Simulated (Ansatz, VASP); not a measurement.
# One calculation of Li3Al3Mo, two programs

```
CELL_PARAMETERS angstrom
3.06017 0.00000 0.00000
-1.53009 2.65019 0.00000
0.00000 0.00000 15.83482
ATOMIC_POSITIONS crystal
Li 0.33333 0.66667 0.14064
Li 0.66667 0.33333 0.29760
Li 0.33333 0.66667 0.85936
Al 0.00000 0.00000 0.00000
Al 0.33333 0.66667 0.59519
Al 0.66667 0.33333 0.71873
Mo 0.00000 0.00000 0.45456
```

Alike in both runs: task relaxation of cell and atoms; functional PBE; k mesh 6 × 6 × 1; occupations gaussian, width 0.1 eV; no spin polarisation.

```csv
,VASP,Ansatz
version,VASP 6.6.1,Ansatz 0.2.0
potentials or method,"VASP PAW PBE potentials, release 64 (Li_sv, Al, Mo_sv), cutoff 600 eV","scalar-relativistic, plane waves, PAW"
valence electrons in the cell,32,32
```

VASP gave:

| Property | Result |
| --- | --- |
| gap on the k mesh at the Fermi level, each at its own relaxed structure (eV) | none |
| relaxed volume (Å³/atom) | 16.49 |
| relaxed length of the cell vector where the two differ most in proportion (Å) | 16.242 |

Which values does Ansatz return?

gap on the k mesh at the Fermi level, each at its own relaxed structure (eV): none; relaxed volume (Å³/atom): 16.48; relaxed length of the cell vector where the two differ most in proportion (Å): 16.219.

A gap of «none» marks a metal or a gap that the smearing closes.

The k mesh is coarse, so the values compare programs but aren't converged. Noted on VASP's run: the cutoff is under 1.25 times that of the potentials, so the pressure is a little rough.
